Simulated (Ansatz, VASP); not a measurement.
## TaN: VASP beside Ansatz

```
Ta N
1.0
     0.00000    2.17433    2.17433
     2.17433    0.00000    2.17433
     2.17433    2.17433    0.00000
Ta N
1 1
Cartesian
  2.1743 2.1743 2.1743
  0.0000 0.0000 0.0000
```

Alike in both runs: functional LDA; k mesh 16 × 16 × 16; occupations gaussian, width 0.1 eV; no spin polarisation.

Ansatz relaxed the structure, and its values are those at the end. VASP's run is a single point on that final structure, the one shown.

|  | VASP | Ansatz |
| --- | --- | --- |
| version | VASP 6.6.1 | Ansatz 0.2.0 |
| potentials or method | VASP PAW LDA potentials, release 64 (Ta_pv, N), cutoff 520 eV | scalar-relativistic, plane waves, PAW |
| valence electrons in the cell | 16 | 18 |

```tsv
	VASP	Ansatz	Ansatz less VASP
gap on the k mesh at the Fermi level (eV)	none	none	-
pressure (GPa)	2.0	0.0	-2.06
```

LDA's correlation is that of Perdew and Zunger in VASP and of Perdew and Wang (1992) in Ansatz. A gap of «none» marks a metal or a gap that the smearing closes. VASP's potentials hold 16 valence electrons a cell and Ansatz's 18, so a difference there can come from the potentials and not from the codes.

Neither program's run includes spin-orbit coupling.
